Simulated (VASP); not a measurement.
PtSe: vibrations by perturbation theory with PBEsol

PtSe:

```
Pt Se
1.0
     0.00000    3.03745    3.03745
     3.03745    0.00000    3.03745
     3.03745    3.03745    0.00000
Pt Se
1 1
Direct
  0.00000 0.00000 0.00000
  0.25000 0.25000 0.25000
```

- Program: VASP 6.6.1
- Task: vibrations by perturbation theory
- Functional: PBEsol
- Potentials or basis: VASP PAW PBE potentials, release 64 (Pt, Se)
- Cutoff: 520 eV
- k mesh: 8 × 8 × 8
- Occupations: fermi-dirac, width 0.05 eV
- Spin: no spin polarisation
- Dipole correction: no
- Further INCAR settings: ALGO = Normal; EDIFF = 1e-08; NBANDS = 15; IBRION = 8; NSW = 1

```
Highest phonon frequency at Γ, LO-TO splitting left out : 89 cm⁻¹
```

Phonon frequencies in cm⁻¹ (negative: imaginary):
```
              q point     frequencies
(0.000, 0.000, 0.000)  0 0 0 89 89 89
```

Run time: 4.4 min on 1 thread of Intel(R) Xeon(R) Platinum 8488C (Sapphire Rapids) (shared host), peak memory 0.35 GiB.

Caveat: the cell wasn't relaxed at this level first, which shifts response properties.
